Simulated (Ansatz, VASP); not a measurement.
Two plane-wave programs on Ru

POSCAR

```
Ru
1.0
    2.7024647927      0.0000000000      0.0000000000
   -1.3512323964      2.3404031633      0.0000000000
    0.0000000000      0.0000000000      4.3511557949
Ru
2
Direct
    0.3333333333      0.6666666667      0.2500000000
    0.6666666667      0.3333333333      0.7500000000
```

Contents of INCAR.step1:

```
SYSTEM = Ru
PREC = Accurate
ENCUT = 550
ISMEAR = 0
SIGMA = 0.1
LREAL = .FALSE.
LASPH = .TRUE.
NELM = 120
NBANDS = 21
GGA = PE
ALGO = Normal
EDIFF = 1E-5
LWAVE = .TRUE.
LCHARG = .FALSE.
GGA_COMPAT = .FALSE.
```

INCAR.step2

```
SYSTEM = Ru
PREC = Accurate
ENCUT = 550
EDIFF = 1E-6
ISMEAR = 0
SIGMA = 0.1
LREAL = .FALSE.
LASPH = .TRUE.
NELM = 120
ALGO = Normal
ISIF = 2
LWAVE = .FALSE.
LCHARG = .TRUE.
METAGGA = R2SCAN
LMIXTAU = .TRUE.
LELF = .TRUE.
LVHAR = .TRUE.
NBANDS = 21
ISTART = 1
GGA_COMPAT = .FALSE.
```

Contents of KPOINTS:

```
regular mesh
0
G
  24 24 12
  0 0 0
```

Input for Ansatz:

```yaml
crystal:
  lattice:
    - [2.7024647927, 0.0, 0.0]
    - [-1.3512323964, 2.3404031633, 0.0]
    - [0.0, 0.0, 4.3511557949]
  atoms:
    - { symbol: Ru, position: [0.3333333333, 0.6666666667, 0.25] }
    - { symbol: Ru, position: [0.6666666667, 0.3333333333, 0.75] }
basis:
  ecutwfc: 500
kpoints:
  mp_grid: { grid: [24, 24, 12] }
hamiltonian:
  xc: r2scan
scf:
  occupations: { method: gaussian, width: 0.1 }
output:
  forces: true
  stress: true
  eigenvalues: true
```

Change from the starting cell: strain along c alone, the other axes held, atoms relaxed: +2.0 %.

Alike in both runs: task single point; functional r2SCAN; k mesh 24 × 24 × 12; occupations gaussian, width 0.1 eV; no spin polarisation.

|  | VASP | Ansatz |
| --- | --- | --- |
| version | VASP 6.6.1 | Ansatz 0.2.0 |
| potentials or method | VASP PAW PBE potentials, release 64 (Ru_pv), cutoff 550 eV | scalar-relativistic, plane waves, PAW |
| valence electrons in the cell | 28 | 32 |

Ansatz gave:

- gap on the k mesh at the Fermi level (eV): none
- pressure (GPa): -6.5
- traceless stress, the component that is largest in VASP (GPa): -6.64

Problem. Which values does VASP return?

Solution. gap on the k mesh at the Fermi level (eV): none; pressure (GPa): -5.1; traceless stress, the component that is largest in VASP (GPa): -6.58.

VASP's potentials were made for PBE, not for r2SCAN. A gap of «none» marks a metal or a gap that the smearing closes. VASP's potentials hold 28 valence electrons a cell and Ansatz's 32, so a difference there can come from the potentials and not from the codes.
